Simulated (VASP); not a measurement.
# Si2Ni (Fm-3m) in VASP: a series of runs

The runs below take Si2Ni through single point, with PBE.

All numbers are computed with VASP 6.6.1; they aren't measurements. Logs are shortened: lines on timing, memory, paths and dates and some standing lists are left out, and cuts for length are marked.

**1. The cell of the first run**

The structure is cubic, space group Fm-3m (No. 225). Conventional cell: a = 5.479 Å, b = 5.479 Å, c = 5.479 Å, α = 90.00°, β = 90.00°, γ = 90.00°. Si (site symmetry -43m) has 4 Ni at 2.37 Å and 6 Si at 2.74 Å within 3.1 Å. Within 3.1 Å of Ni (site symmetry m-3m) lie 8 Si at 2.37 Å.

**2. Single point, PBE, collinear spin (13.71 Å³/atom)**

INCAR reads:

```
  PREC = Accurate
  ENCUT = 520
  EDIFF = 1E-6
  ISMEAR = 0
  SIGMA = 0.05
  LREAL = False
  LASPH = True
  NELM = 150
  ALGO = Normal
  ISIF = 2
  LWAVE = False
  LCHARG = False
  ISPIN = 2
  MAGMOM = 0 0 0.05
  LORBIT = 11
  LMAXMIX = 4
  GGA = PE
  NBANDS = 20
```

KPOINTS reads:

```
Automatic mesh
0
Gamma
  12 12 12
```

POSCAR reads:

```
Si2Ni
1.0
    0.0000000000      2.7396790237      2.7396790237
    2.7396790237      0.0000000000      2.7396790237
    2.7396790237      2.7396790237      0.0000000000
Si Ni
2 1
Direct
    0.2500000000      0.2500000000      0.2500000000
    0.7500000000      0.7500000000      0.7500000000
    0.0000000000      0.0000000000      0.0000000000
```

Potentials or basis: VASP PAW PBE potentials, release 64 (Si, Ni).

On the command line:

```bash
$ cat potpaw_PBE.64/Si/POTCAR potpaw_PBE.64/Ni/POTCAR > POTCAR
$ mpirun -np 1 vasp_std > vasp.out
```

OUTCAR:

```text
PREC = Accurate
   ENCUT = 520
   EDIFF = 1E-6
   ISMEAR = 0
   LREAL = False
   LASPH = True
   NELM = 150
   ISIF = 2
   ISPIN = 2
   LORBIT = 11
   GGA = PE

 ion  position               nearest neighbor table
   1  0.250  0.250  0.250-   3 2.37   3 2.37   3 2.37   3 2.37   2 2.74   2 2.74   2 2.74   2 2.74
                             2 2.74   2 2.74
   2  0.750  0.750  0.750-   3 2.37   3 2.37   3 2.37   3 2.37   1 2.74   1 2.74   1 2.74   1 2.74
                             1 2.74   1 2.74
   3  0.000  0.000  0.000-   2 2.37   2 2.37   2 2.37   1 2.37   2 2.37   1 2.37   1 2.37   1 2.37

  LATTYP: Found a face centered cubic cell.
 ALAT       =     5.4793580474

  Lattice vectors:

 A1 = (   0.0000000000,   2.7396790237,   2.7396790237)
 A2 = (   2.7396790237,   0.0000000000,   2.7396790237)
 A3 = (   2.7396790237,   2.7396790237,   0.0000000000)

Analysis of symmetry for initial positions (statically):
=====================================================================
 Subroutine PRICEL returns:
 Original cell was already a primitive cell.

 Routine SETGRP: Setting up the symmetry group for a
 face centered cubic supercell.

 Subroutine GETGRP returns: Found 48 space group operations
 (whereof 48 operations were pure point group operations)
 out of a pool of 48 trial point group operations.

The static configuration has the point symmetry O_h .

Analysis of symmetry for dynamics (positions and initial velocities):
=====================================================================
 Subroutine PRICEL returns:
 Original cell was already a primitive cell.

 Routine SETGRP: Setting up the symmetry group for a
 face centered cubic supercell.

 Subroutine GETGRP returns: Found 48 space group operations
 (whereof 48 operations were pure point group operations)
 out of a pool of 48 trial point group operations.

The dynamic configuration has the point symmetry O_h .

Analysis of structural, dynamic, and magnetic symmetry:
=====================================================================
 Subroutine PRICEL returns:
 Original cell was already a primitive cell.

 Routine SETGRP: Setting up the symmetry group for a
 face centered cubic supercell.

 Subroutine GETGRP returns: Found 48 space group operations
 (whereof 48 operations were pure point group operations)
 out of a pool of 48 trial point group operations.

The overall configuration has the point symmetry O_h .

 Subroutine INISYM returns: Found 48 space group operations
 (whereof 48 operations are pure point group operations),
 and found     1 'primitive' translations

----------------------------------------------------------------------------------------

                                     Primitive cell

  volume of cell :      41.1272

  direct lattice vectors                    reciprocal lattice vectors
     0.000000000  2.739679024  2.739679024    -0.182503131  0.182503131  0.182503131
     2.739679024  0.000000000  2.739679024     0.182503131 -0.182503131  0.182503131
     2.739679024  2.739679024  0.000000000     0.182503131  0.182503131 -0.182503131

  length of vectors
     3.874491232  3.874491232  3.874491232     0.316104696  0.316104696  0.316104696

  position of ions in fractional coordinates (direct lattice)
     0.250000000  0.250000000  0.250000000
     0.750000000  0.750000000  0.750000000
     0.000000000  0.000000000  0.000000000

  ion indices of the primitive-cell ions
   primitive index   ion index
                 1           1
                 2           2
                 3           3

----------------------------------------------------------------------------------------

 KPOINTS: Automatic mesh

Automatic generation of k-mesh.
 Grid dimensions read from file:
 generate k-points for:   12   12   12

 Generating k-lattice:

  Cartesian coordinates                     Fractional coordinates (reciprocal lattice)
    -0.015208594  0.015208594  0.015208594     0.083333333  0.000000000  0.000000000
     0.015208594 -0.015208594  0.015208594     0.000000000  0.083333333  0.000000000
     0.015208594  0.015208594 -0.015208594     0.000000000  0.000000000  0.083333333

  Length of vectors
     0.026342058  0.026342058  0.026342058

  Shift w.r.t. Gamma in fractional coordinates (k-lattice)
     0.000000000  0.000000000  0.000000000

 Subroutine IBZKPT returns following result:
 ===========================================

 Found     72 irreducible k-points:

 Following reciprocal coordinates:
            Coordinates               Weight
  0.000000  0.000000  0.000000      1.000000
  0.083333  0.000000  0.000000      8.000000
  0.166667  0.000000  0.000000      8.000000
  0.250000  0.000000  0.000000      8.000000
  0.333333  0.000000  0.000000      8.000000
  0.416667  0.000000  0.000000      8.000000
[... 16 lines left out ...]
  0.500000  0.166667  0.000000     24.000000
 -0.416667  0.166667  0.000000     24.000000
 [... further k-points ...]
   k-points           NKPTS =     72   k-points in BZ     NKDIM =     72   number of bands    NBANDS=     20
   number of dos      NEDOS =    301   number of ions     NIONS =      3
   total plane-waves  NPLWV =  27000
   dimension x,y,z NGX =    30 NGY =   30 NGZ =   30
   dimension x,y,z NGXF=    60 NGYF=   60 NGZF=   60
   ions per type =               2   1
   NGX,Y,Z   is equivalent  to a cutoff of  12.87, 12.87, 12.87 a.u.
   NGXF,Y,Z  is equivalent  to a cutoff of  25.74, 25.74, 25.74 a.u.
 SYSTEM =  unknown system
   PREC   = accura    normal or accurate (medium, high low for compatibility)
   ISTART =      0    job   : 0-new  1-cont  2-samecut
   ICHARG =      2    charge: 1-file 2-atom 10-const
   ISPIN  =      2    spin polarized calculation?
   LNONCOLLINEAR =      F non collinear calculations
   LSORBIT =      F    spin-orbit coupling
   LASPH  =      T    aspherical Exc in radial PAW
   ENCUT  =  520.0 eV  38.22 Ry    6.18 a.u.   7.20  7.20  7.20*2*pi/ulx,y,z
   NELM   =    150;   NELMIN=  2; NELMDL= -5     # of ELM steps
   EDIFF  = 0.1E-05   stopping-criterion for ELM
   LREAL  =      F    real-space projection
   EDIFFG = 0.1E-04   stopping-criterion for IOM
   NSW    =      0    number of steps for IOM
   IBRION =     -1    ionic relax: 0-MD 1-quasi-New 2-CG
   NFREE  =      0    steps in history (QN), initial steepest desc. (CG)
   ISIF   =      2    stress and relaxation
   ISYM   =      2    0-nonsym 1-usesym 2-fastsym
   POTIM  = 0.5000    time-step for ionic-motion
   TEBEG  =    0.0;   TEEND  =   0.0 temperature during run
   PSTRESS=    0.0 pullay stress
   NELECT =      18.0000    total number of electrons
   NUPDOWN=      -1.0000    fix difference up-down
   EMIN   =  10.00;   EMAX   =-10.00  energy-range for DOS
   EFERMI =   0.00;   METHOD = LEGACY
   ISMEAR =     0;   SIGMA  =   0.05  broadening in eV -4-tet -1-fermi 0-gaus
   EFERMI_NEDOS =   21; number of points for ismear=-14 and -15
   IALGO  =     38    algorithm
   IMIX   =      4    mixing-type and parameters
     AMIX     =   0.40;   BMIX     =  1.00
     AMIX_MAG =   1.60;   BMIX_MAG =  1.00
  volume/ion in A,a.u.               =      13.71        92.51
  Fermi-wavevector in a.u.,A,eV,Ry     =   1.242957  2.348847 21.020202  1.544941
  Thomas-Fermi vector in A             =   2.377288
   LORBIT       =     11    0 simple, 1 ext, 2 COOP (PROOUT), +10 PAW based schemes
   GGA     = PE    functional components
   LHFCALC =     F    Hartree Fock is set to
   AEXX    =    0.0000 exact exchange contribution
   IVDW    =     0    specifies the selected vdW correction
   LEPSILON=     F    determine dielectric tensor
   LRPA    =     F    only Hartree local field effects (RPA)
 spin polarized calculation
 Gauss-broadening in eV      SIGMA  =   0.05
  energy-cutoff  :      520.00
  volume of cell :       41.13
 maximum number of plane-waves:      1125
 NGX is ok and might be reduce to    30
   NGX = 15   NGY = 15   NGZ = 15

 number of electron      17.9999999 magnetization       0.0001493

 number of electron      17.9999999 magnetization      -0.0000026

 Free energy of the ion-electron system (eV)
  ---------------------------------------------------
  ext. energy  EPLUGINS =         0.00000000
  ---------------------------------------------------
  free energy    TOTEN  =       -17.35944198 eV

  energy without entropy =      -17.35755918  energy(sigma->0) =      -17.35850058

 E-fermi :   9.8088     XC(G=0): -11.4018

 val. band max:        9.8069286111   @ k =   0.5000   0.3333   0.0000
 cond. band min:       9.8097122939   @ k =   0.2500   0.1667   0.0000
 fundamental gap:      0.0027836828
 Fermi energy:         9.8088318787

 spin component 1

 k-point     1 :       0.0000    0.0000    0.0000
  band No.  band energies     occupation
      1      -3.6072      1.00000
      2       4.9244      1.00000
      3       4.9244      1.00000
      4       4.9244      1.00000
      5       6.5748      1.00000
      6       6.5748      1.00000
[... 12 lines left out ...]
     19      18.9131      0.00000
     20      22.1387      0.00000
[... 507 lines left out ...]
 k-point    24 :      -0.4167    0.1667    0.0000
  band No.  band energies     occupation
      1      -0.2961      1.00000
      2       0.5299      1.00000
      3       4.6859      1.00000
      4       5.4940      1.00000
      5       5.8548      1.00000
      6       6.4983      1.00000
[... 12 lines left out ...]
     19      22.9984      0.00000
     20      23.5072      0.00000

 [... further k-points ...]

 spin component 2

 k-point     1 :       0.0000    0.0000    0.0000
  band No.  band energies     occupation
      1      -3.6072      1.00000
      2       4.9244      1.00000
      3       4.9245      1.00000
      4       4.9245      1.00000
      5       6.5749      1.00000
      6       6.5749      1.00000
[... 12 lines left out ...]
     19      18.9131      0.00000
     20      22.1387      0.00000
[... 507 lines left out ...]
 k-point    24 :      -0.4167    0.1667    0.0000
  band No.  band energies     occupation
      1      -0.2961      1.00000
      2       0.5299      1.00000
      3       4.6859      1.00000
      4       5.4940      1.00000
      5       5.8548      1.00000
      6       6.4984      1.00000
[... 12 lines left out ...]
     19      22.9984      0.00000
     20      23.5072      0.00000

 [... further k-points ...]
[... 5 lines left out ...]
  --------------------------------------------------------------------------------------
  -------------------------------------------------------------------------------------
  Total       -0.6985381     -0.6985381     -0.6985381      0.0000000      0.0000000      0.0000000
  in kB      -27.2126982    -27.2126982    -27.2126982      0.0000000      0.0000000      0.0000000
  external PRESSURE =     -27.2126982 kB  Pullay stress =       0.0000000 kB

 VOLUME and BASIS-vectors are now :
 -----------------------------------------------------------------------------
  energy-cutoff  :      520.00
  volume of cell :       41.13
      direct lattice vectors                 reciprocal lattice vectors
     0.000000000  2.739679024  2.739679024    -0.182503131  0.182503131  0.182503131
     2.739679024  0.000000000  2.739679024     0.182503131 -0.182503131  0.182503131
     2.739679024  2.739679024  0.000000000     0.182503131  0.182503131 -0.182503131

 POSITION                                       TOTAL-FORCE (eV/Angst)
 -----------------------------------------------------------------------------------
      1.36984      1.36984      1.36984         0.000000      0.000000      0.000000
      4.10952      4.10952      4.10952        -0.000000     -0.000000     -0.000000
      0.00000      0.00000      0.00000         0.000000      0.000000      0.000000
 -----------------------------------------------------------------------------------
    total drift:                                0.000000     -0.000000     -0.000000

  FREE ENERGIE OF THE ION-ELECTRON SYSTEM (eV)
  ---------------------------------------------------
  free  energy   TOTEN  =       -17.3594419778 eV

  energy  without entropy=      -17.3575591844  energy(sigma->0) =      -17.35850058

 total charge

# of ion       s       p       d       tot
------------------------------------------
    1        0.747   0.818   0.000   1.565
    2        0.747   0.818   0.000   1.565
    3        0.539   0.743   8.426   9.708
--------------------------------------------------
tot          2.032   2.379   8.426  12.837

 magnetization (x)

# of ion       s       p       d       tot
------------------------------------------
    1       -0.000   0.000   0.000  -0.000
    2       -0.000   0.000   0.000  -0.000
    3       -0.000   0.000   0.000   0.000
--------------------------------------------------
tot         -0.000   0.000   0.000   0.000
```

It took 2.8 min on 1 thread of Intel Xeon 8259CL, shared host; peak memory 0.24 GiB.

What came out:

* Free energy: -17.3594 eV
* Pressure: -2.7 GPa
* Band gap on the k mesh: zero (filled and empty bands overlap)
* Net moment: 0.00 μB per cell
* Valence electrons inside the program's atomic spheres: Si 1.56; Ni 9.71

**3. Single point, PBE, collinear spin (13.98 Å³/atom)**

This run uses another cell than the first one, of 13.98 Å³/atom.

INCAR reads:

```
SYSTEM = Si2Ni
PREC     = Accurate       ! precision mode
ENCUT    = 520            ! plane-wave cutoff, eV
EDIFF    = 1E-6           ! SCF threshold, eV
ISMEAR   = 0              ! smearing method
SIGMA    = 0.05           ! smearing width, eV
LREAL    = .FALSE.        ! projectors in reciprocal space
LASPH    = .TRUE.         ! aspherical terms in the spheres
NELM     = 150            ! most SCF steps
ALGO     = Normal         ! electronic algorithm
ISIF     = 2              ! what is computed and relaxed
LWAVE    = .FALSE.        ! write WAVECAR
LCHARG   = .TRUE.         ! write CHGCAR
ISPIN    = 2              ! spin polarisation
MAGMOM   = 0 0 0.05       ! initial moments
LORBIT   = 11             ! projections on sites
LMAXMIX  = 4              ! l up to which the mixer works
GGA      = PE             ! functional
LELF     = .TRUE.         ! ELF
LVHAR    = .TRUE.       
NBANDS   = 20             ! bands
```

KPOINTS reads:

```
regular mesh
0
G
  12 12 12
  0 0 0
```

POSCAR reads:

```
Si2Ni
1.0
    0.0000000000      2.7574696458      2.7574696458
    2.7574696458      0.0000000000      2.7574696458
    2.7574696458      2.7574696458      0.0000000000
Si Ni
2 1
Direct
    0.2500000000      0.2500000000      0.2500000000
    0.7500000000      0.7500000000      0.7500000000
    0.0000000000      0.0000000000      0.0000000000
```

Potentials or basis: VASP PAW PBE potentials, release 64 (Si, Ni).

On the command line:

```bash
$ cat potpaw_PBE.64/Si/POTCAR potpaw_PBE.64/Ni/POTCAR > POTCAR
$ mpirun -np 1 vasp_std > vasp.out
```

It took 3.5 min on 1 thread of Intel Xeon 8259CL, shared host; peak memory 0.25 GiB.

It converged, with:

```
Free energy                                           : -17.3402 eV
Pressure                                              : -5.0 GPa
Band gap on the k mesh                                : zero (filled and empty bands overlap)
Net moment                                            : 0.00 μB per cell
Valence electrons inside the program's atomic spheres : Si 1.56; Ni 9.66
```

Levels at points of the mesh, in eV from the Fermi level:
Spin up:
```csv
k point,band 7,band 8,band 9,band 10,band 11,band 12
"(0.00, 0.00, 0.00)",-0.69,1.69,1.69,1.69,2.44,2.44
"(0.50, 0.00, 0.00)",-2.96,-1.23,-1.23,1.75,1.84,1.84
"(0.50, 0.50, 0.00)",-3.23,-3.07,-2.76,-0.43,1.60,7.82
```
Spin down:
| k point | band 7 | band 8 | band 9 | band 10 | band 11 | band 12 |
| --- | --- | --- | --- | --- | --- | --- |
| (0.00, 0.00, 0.00) | -0.69 | 1.69 | 1.69 | 1.69 | 2.44 | 2.44 |
| (0.50, 0.00, 0.00) | -2.96 | -1.23 | -1.23 | 1.75 | 1.84 | 1.84 |
| (0.50, 0.50, 0.00) | -3.23 | -3.07 | -2.76 | -0.43 | 1.60 | 7.82 |

Caveat: the cell stands under tension.
